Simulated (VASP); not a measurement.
# Si (Fd-3m) in VASP: G0W0 quasiparticle levels with LDA

Aim: the G0W0 quasiparticle levels of Si with LDA.

Program: VASP 6.6.1. These are calculated values, not measurements. Logs are shortened: lines on timing, memory, paths and dates and some standing lists are left out, and cuts for length are marked.

## 1. The cell of the first run

It takes space group Fd-3m (No. 227, cubic). Conventional cell: a = 5.427 Å, b = 5.427 Å, c = 5.427 Å, α = 90.00°, β = 90.00°, γ = 90.00°. Si (site symmetry -43m) has 4 Si at 2.35 Å within 3.1 Å.

## 2. G0W0 quasiparticle levels, LDA

POSCAR

```
Si
1.0
    0.0000000000      2.7135600000      2.7135600000
    2.7135600000      0.0000000000      2.7135600000
    2.7135600000      2.7135600000      0.0000000000
Si
2
Direct
    0.7500000000      0.7500000000      0.7500000000
    0.5000000000      0.5000000000      0.5000000000
```

INCAR.step1

```
  PREC = Accurate
  ENCUT = 500
  EDIFF = 1E-8
  ISMEAR = 0
  SIGMA = 0.01
  LREAL = False
  LASPH = True
  NELM = 80
  ALGO = Normal
  LWAVE = True
  LCHARG = False
```

INCAR.step2

```
  PREC = Accurate
  ENCUT = 500
  EDIFF = 1E-8
  ISMEAR = 0
  SIGMA = 0.01
  LREAL = False
  LASPH = True
  NELM = 1
  ALGO = Exact
  LWAVE = True
  LCHARG = False
  NBANDS = 44
  LOPTICS = True
  ISTART = 1
```

INCAR.step3

```
  PREC = Accurate
  ENCUT = 500
  EDIFF = 1E-8
  ISMEAR = 0
  SIGMA = 0.01
  LREAL = False
  LASPH = True
  ALGO = EVGW0
  LWAVE = False
  LCHARG = False
  NELMGW = 1
  NBANDS = 44
  ENCUTGW = 80.0
  NOMEGA = 48
  PRECFOCK = Fast
  ISTART = 1
  NBANDSGW = 12
```

KPOINTS

```
regular mesh
0
Gamma
  3 3 3
```

Potentials or basis: VASP PAW LDA potentials, release 64 (Si_GW).

The run is started by

```sh
$ cat potpaw_LDA.64/Si_GW/POTCAR > POTCAR
$ cp INCAR.step1 INCAR
$ mpirun -np 1 vasp_std > vasp.out
$ cp INCAR.step2 INCAR
$ mpirun -np 1 vasp_std > vasp.out
$ cp INCAR.step3 INCAR
$ mpirun -np 1 vasp_std > vasp.out
```

OUTCAR:

```text
PREC = Accurate
   ENCUT = 500
   EDIFF = 1E-8
   ISMEAR = 0
   LREAL = False
   LASPH = True
   NELMGW = 1
   ENCUTGW = 80.0
   PRECFOCK = Fast
   ISTART = 1

 ion  position               nearest neighbor table
   1  0.750  0.750  0.750-   2 2.35   2 2.35   2 2.35   2 2.35
   2  0.500  0.500  0.500-   1 2.35   1 2.35   1 2.35   1 2.35

  LATTYP: Found a face centered cubic cell.
 ALAT       =     5.4271200000

  Lattice vectors:

 A1 = (   0.0000000000,   2.7135600000,   2.7135600000)
 A2 = (   2.7135600000,   0.0000000000,   2.7135600000)
 A3 = (   2.7135600000,   2.7135600000,   0.0000000000)

Analysis of symmetry for initial positions (statically):
=====================================================================
 Subroutine PRICEL returns:
 Original cell was already a primitive cell.

 Routine SETGRP: Setting up the symmetry group for a
 face centered cubic supercell.

 Subroutine GETGRP returns: Found 48 space group operations
 (whereof 24 operations were pure point group operations)
 out of a pool of 48 trial point group operations.

The static configuration has the point symmetry T_d .
 The point group associated with its full space group is O_h .

Analysis of symmetry for dynamics (positions and initial velocities):
=====================================================================
 Subroutine PRICEL returns:
 Original cell was already a primitive cell.

 Routine SETGRP: Setting up the symmetry group for a
 face centered cubic supercell.

 Subroutine GETGRP returns: Found 48 space group operations
 (whereof 24 operations were pure point group operations)
 out of a pool of 48 trial point group operations.

The dynamic configuration has the point symmetry T_d .
 The point group associated with its full space group is O_h .

 Subroutine INISYM returns: Found 48 space group operations
 (whereof 24 operations are pure point group operations),
 and found     1 'primitive' translations

----------------------------------------------------------------------------------------

                                     Primitive cell

  volume of cell :      39.9621

  direct lattice vectors                    reciprocal lattice vectors
     0.000000000  2.713560000  2.713560000    -0.184259792  0.184259792  0.184259792
     2.713560000  0.000000000  2.713560000     0.184259792 -0.184259792  0.184259792
     2.713560000  2.713560000  0.000000000     0.184259792  0.184259792 -0.184259792

  length of vectors
     3.837553354  3.837553354  3.837553354     0.319147321  0.319147321  0.319147321

  position of ions in fractional coordinates (direct lattice)
     0.750000000  0.750000000  0.750000000
     0.500000000  0.500000000  0.500000000

  ion indices of the primitive-cell ions
   primitive index   ion index
                 1           1
                 2           2

----------------------------------------------------------------------------------------

 KPOINTS: regular mesh

Automatic generation of k-mesh.
 Grid dimensions read from file:
 generate k-points for:    3    3    3

 Generating k-lattice:

  Cartesian coordinates                     Fractional coordinates (reciprocal lattice)
    -0.061419931  0.061419931  0.061419931     0.333333333  0.000000000  0.000000000
     0.061419931 -0.061419931  0.061419931     0.000000000  0.333333333  0.000000000
     0.061419931  0.061419931 -0.061419931     0.000000000  0.000000000  0.333333333

  Length of vectors
     0.106382440  0.106382440  0.106382440

  Shift w.r.t. Gamma in fractional coordinates (k-lattice)
     0.000000000  0.000000000  0.000000000

 Subroutine IBZKPT returns following result:
 ===========================================

 Found      4 irreducible k-points:

 Following reciprocal coordinates:
            Coordinates               Weight
  0.000000  0.000000  0.000000      1.000000
  0.333333  0.000000  0.000000      8.000000
  0.333333  0.333333  0.000000      6.000000
 -0.333333  0.333333  0.000000     12.000000
   k-points           NKPTS =      4   k-points in BZ     NKDIM =     27   number of bands    NBANDS=     44
   number of dos      NEDOS =    301   number of ions     NIONS =      2
   total plane-waves  NPLWV =  21952
   dimension x,y,z NGX =    28 NGY =   28 NGZ =   28
   dimension x,y,z NGXF=    56 NGYF=   56 NGZF=   56
   ions per type =               2
   NGX,Y,Z   is equivalent  to a cutoff of  12.13, 12.13, 12.13 a.u.
   NGXF,Y,Z  is equivalent  to a cutoff of  24.26, 24.26, 24.26 a.u.
 SYSTEM =  unknown system
   PREC   = accura    normal or accurate (medium, high low for compatibility)
   ISTART =      1    job   : 0-new  1-cont  2-samecut
   ICHARG =      0    charge: 1-file 2-atom 10-const
   ISPIN  =      1    spin polarized calculation?
   LNONCOLLINEAR =      F non collinear calculations
   LSORBIT =      F    spin-orbit coupling
   LASPH  =      T    aspherical Exc in radial PAW
   ENCUT  =  500.0 eV  36.75 Ry    6.06 a.u.   7.00  7.00  7.00*2*pi/ulx,y,z
   NELM   =     60;   NELMIN=  2; NELMDL=  0     # of ELM steps
   EDIFF  = 0.1E-07   stopping-criterion for ELM
   LREAL  =      F    real-space projection
   EDIFFG = 0.1E-06   stopping-criterion for IOM
   NSW    =      0    number of steps for IOM
   IBRION =     -1    ionic relax: 0-MD 1-quasi-New 2-CG
   NFREE  =      0    steps in history (QN), initial steepest desc. (CG)
   ISIF   =      0    stress and relaxation
   ISYM   =      3    0-nonsym 1-usesym 2-fastsym
   POTIM  = 0.5000    time-step for ionic-motion
   TEBEG  =    0.0;   TEEND  =   0.0 temperature during run
   PSTRESS=    0.0 pullay stress
   NELECT =       8.0000    total number of electrons
   NUPDOWN=      -1.0000    fix difference up-down
   EMIN   =  10.00;   EMAX   =-10.00  energy-range for DOS
   EFERMI =   0.00;   METHOD = LEGACY
   ISMEAR =     0;   SIGMA  =   0.01  broadening in eV -4-tet -1-fermi 0-gaus
   EFERMI_NEDOS =   21; number of points for ismear=-14 and -15
   IALGO  =     38    algorithm
   IMIX   =      4    mixing-type and parameters
     AMIX     =   0.40;   BMIX     =  1.00
     AMIX_MAG =   1.60;   BMIX_MAG =  1.00
  volume/ion in A,a.u.               =      19.98       134.84
  Fermi-wavevector in a.u.,A,eV,Ry     =   0.957684  1.809760 12.478691  0.917158
  Thomas-Fermi vector in A             =   2.086724
   LORBIT       =      0    0 simple, 1 ext, 2 COOP (PROOUT), +10 PAW based schemes
   GGA     = CA    functional components
   LHFCALC =     T    Hartree Fock is set to
   PRECFOCK=fast      Normal, Fast or Accurate (Low or Medium for compatibility)
   ENCUT4O =  -1.0   cutoff for four orbital integrals eV
   NKREDX  =     1    reduce k-point grid by
   NKREDY  =     1    reduce k-point grid by
   NKREDZ  =     1    reduce k-point grid by
   AEXX    =    1.0000 exact exchange contribution
   HFSCREEN=    0.0000 screening length (either q_TF or 0.3 A-1)
   HFSCREENC=   0.0000 screening length for correlation (either q_TF or 0.3 A-1)
   ENCUTFOCK=  -1.0 apply spherical cutoff to Coloumb kernel
   IVDW    =     0    specifies the selected vdW correction
   LEPSILON=     F    determine dielectric tensor
   LRPA    =     F    only Hartree local field effects (RPA)
   LRPAFORCE           =     F    calculate RPA forces
   ENCUTGW             =  80.0    cutoff for response function in eV
   ENCUTGWSOFT         =  64.0    soft cutoff for Coulomb kernel in GW response function in eV
   ENCUTLF             =  -1.0    cutoff for local field effects
   NELMGW              =     1    number of iterations in solving QP/BSE equation
   NELMHF              =     1    number of iterations in the inner HF iteration
   NKREDLFX            =     1    NKREDLFY  =   1   NKREDLFZ  =   1
 non-spin polarized calculation
 Gauss-broadening in eV      SIGMA  =   0.01
  energy-cutoff  :      500.00
  volume of cell :       39.96
 maximum number of plane-waves:      1018
  NGX = 16; NGY = 16; NGZ = 16
   NGX = 13   NGY = 13   NGZ = 13
 maximum number of plane-waves:        72
 NGX is ok and might be reduce to    14

 QP shifts <psi_nk| G(iteration)W_0 |psi_nk>: iteration 1
 for sc-GW calculations column KS-energies equals QP-energies in previous step
 and V_xc(KS)=  KS-energies - (<T + V_ion + V_H > + <T+V_H+V_ion>^1  + <V_x>^1)

 k-point   1 :       0.0000    0.0000    0.0000
  band No.  KS-energies  QP-energies   sigma(KS)   V_xc(KS)     V^pw_x(r,r')   Z            occupation Imag(sigma)

      1      -6.4556      -6.7154     -10.9408     -10.5981     -17.4379       0.7583       2.0000       1.3787
      2       5.5481       5.5279     -11.6226     -11.5961     -13.4128       0.7667       2.0000       0.0616
      3       5.5481       5.5279     -11.6226     -11.5961     -13.4128       0.7667       2.0000       0.0616
      4       5.5481       5.5279     -11.6226     -11.5961     -13.4128       0.7667       2.0000       0.0616
      5       8.0246       8.5707      -9.5928     -10.3062      -5.3855       0.7655       0.0000      -0.1230
      6       8.0246       8.5707      -9.5928     -10.3062      -5.3855       0.7655       0.0000      -0.1230
      7       8.0246       8.5707      -9.5928     -10.3062      -5.3855       0.7655       0.0000      -0.1230
      8       8.7718       9.5759     -10.2996     -11.3557      -5.5935       0.7614       0.0000      -0.1437
      9      13.1526      13.4804      -7.7732      -8.1811      -2.5362       0.8037       0.0000      -0.3580
     10      13.2304      13.8936      -9.2856     -10.1707      -4.1439       0.7493       0.0000      -0.2315
     11      13.2304      13.8936      -9.2856     -10.1707      -4.1439       0.7493       0.0000      -0.2315
     12      16.5696      16.9648      -8.1016      -8.6146      -2.1863       0.7704       0.0000      -0.5860

 k-point   2 :       0.3333    0.0000    0.0000
  band No.  KS-energies  QP-energies   sigma(KS)   V_xc(KS)     V^pw_x(r,r')   Z            occupation Imag(sigma)
[... 33 lines left out ...]
      1      -3.1660      -3.3225     -11.2851     -11.0662     -16.4827       0.7147       2.0000       0.7022
      2      -1.2472      -1.3972     -11.2652     -11.0571     -15.4999       0.7211       2.0000       0.4270
      3       1.0417       0.8522     -10.2956     -10.0420     -12.9626       0.7473       2.0000       0.1789
      4       3.4087       3.2967     -11.1411     -10.9926     -13.4177       0.7545       2.0000       0.0963
      5       6.9514       7.3964      -8.8493      -9.4228      -4.7441       0.7759       0.0000      -0.0955
      6      11.2182      11.7215      -9.3427      -9.9961      -4.6016       0.7703       0.0000      -0.2448
      7      11.9291      12.5732      -9.6515     -10.5126      -4.3509       0.7482       0.0000      -0.3214
      8      12.5129      13.1973      -9.8923     -10.7996      -4.6705       0.7543       0.0000      -0.3193
      9      12.8313      13.4974      -9.6908     -10.5855      -4.1536       0.7445       0.0000      -0.3575
     10      13.1301      13.6953      -9.2498      -9.9778      -4.1651       0.7764       0.0000      -0.3427
     11      19.6958      20.1453      -8.5311      -9.1194      -2.3638       0.7641       0.0000      -0.7940
     12      20.2319      20.5932      -8.1575      -8.6254      -2.0481       0.7723       0.0000      -0.8465
```

Wall time 17 s (1 thread of Intel Xeon 6975P-C, shared host); peak memory 0.25 GiB.

What came out:

```yaml
Band_gap_on_the_k_mesh_mean-field_level: 0.56 eV, indirect (least direct gap 2.48 eV)
Quasiparticle_gap: 1.00 eV
Least_direct_quasiparticle_gap: 3.04 eV
```

Levels at points of the mesh, in eV from the valence-band top:
```csv
k point,band 1,band 2,band 3,band 4,band 5,band 6,band 7,band 8
"(0.00, 0.00, 0.00)",-12.00,0.00,0.00,0.00,2.48,2.48,2.48,3.22
```

Caveat: the k points lie up to 0.67 Å⁻¹ apart; bands, screening cutoff and mesh are small and nothing is extrapolated, so the quasiparticle values aren't converged. A k mesh can miss the band edges.
